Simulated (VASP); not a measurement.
Here is a VASP 6.6.1 calculation.

INCAR

```
PREC = Accurate ; ENCUT = 520
EDIFF = 1E-6 ; ISMEAR = -1
SIGMA = 0.02 ; LREAL = F
LASPH = T ; NELM = 100
ALGO = Normal ; ISIF = 2
LWAVE = F ; LCHARG = F
LDIPOL = T ; IDIPOL = 3
DIPOL = 0.5 0.5 0.500 ; NBANDS = 21
```

The input KPOINTS:

```
regular mesh
0
Gamma
  10 7 1
```

File POSCAR:

```
BN
1.0
    2.5318878315      0.0000000000      0.0000000000
    0.0000000000      3.5806301097      0.0000000000
    0.0000000000      0.0000000000     18.5319000000
B N
3 3
Direct
    0.2500000000      0.0856381718      0.4407069770
    0.7500000000      0.6340962617      0.4999999715
    0.2500000000      0.0856382613      0.5592929582
    0.7500000000      0.9006063549      0.4304155016
    0.2500000000      0.3934143713      0.5000000273
    0.7500000000      0.9006065790      0.5695845645
```

Potentials or basis: VASP PAW LDA potentials, release 64 (B, N).

The run is started by

```sh
$ cat potpaw_LDA.64/B/POTCAR potpaw_LDA.64/N/POTCAR > POTCAR
$ mpirun -np 1 vasp_std > vasp.out
```

Problem. Estimate the band gap on the k mesh.

Solution. 0.42 eV, indirect (least direct gap 0.52 eV).

Problem. Predict the largest force.

Solution. 0.043 eV/Å.

Forces on the atoms (eV/Å):
```
B    0.000  0.011 -0.042
B    0.000 -0.024  0.000
B    0.000  0.011  0.042
N    0.000 -0.007 -0.018
N    0.000  0.016  0.000
N    0.000 -0.007  0.018
```
